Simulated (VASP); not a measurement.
Rb2MgS2, 5 atoms in the cell. It takes space group P-3m1 (No. 164, trigonal). The conventional cell has a = 4.251 Å, b = 4.251 Å, c = 8.912 Å, α = 90.00°, β = 90.00°, γ = 120.00°. Within 4.0 Å of Rb (site symmetry 3m) lie 3 S at 3.01 Å and 3 Rb at 3.72 Å and 3 Mg at 3.92 Å. Within 3.7 Å of Mg (site symmetry -3m) lie 6 S at 2.79 Å. Within 3.7 Å of S (site symmetry 3m) lie 3 Mg at 2.79 Å and 3 Rb at 3.01 Å and 3 S at 3.61 Å. 

```yaml
Program: VASP 6.6.1
Task: single point
Functional: r2SCAN
Dispersion: rVV10
Potentials_or_basis: VASP PAW PBE potentials, release 64 (Rb_sv, Mg, S)
Cutoff: 520 eV
k_mesh: 6 × 6 × 2
Occupations: fermi-dirac, width 0.03 eV
Spin: no spin polarisation
Dipole_correction: no
Further_INCAR_settings: ALGO = Normal; EDIFF = 1e-07; NBANDS = 24
```

Potentials or basis: VASP PAW PBE potentials, release 64 (Rb_sv, Mg, S).

The run is started by

```console
$ cat potpaw_PBE.64/Rb_sv/POTCAR potpaw_PBE.64/Mg/POTCAR potpaw_PBE.64/S/POTCAR > POTCAR
$ cp INCAR.step1 INCAR
$ mpirun -np 1 vasp_std > vasp.out
$ cp INCAR.step2 INCAR
$ mpirun -np 1 vasp_std > vasp.out
```

Hardware: 1 thread of Oxide Virtual Turin-like Processor, with other jobs on the host.

Problem. How long does it take, and how much memory?

Solution. Run time: 6.5 min on 1 thread of Oxide Virtual Turin-like Processor, on a shared host, peak memory 0.52 GiB. Counts: k points 14.
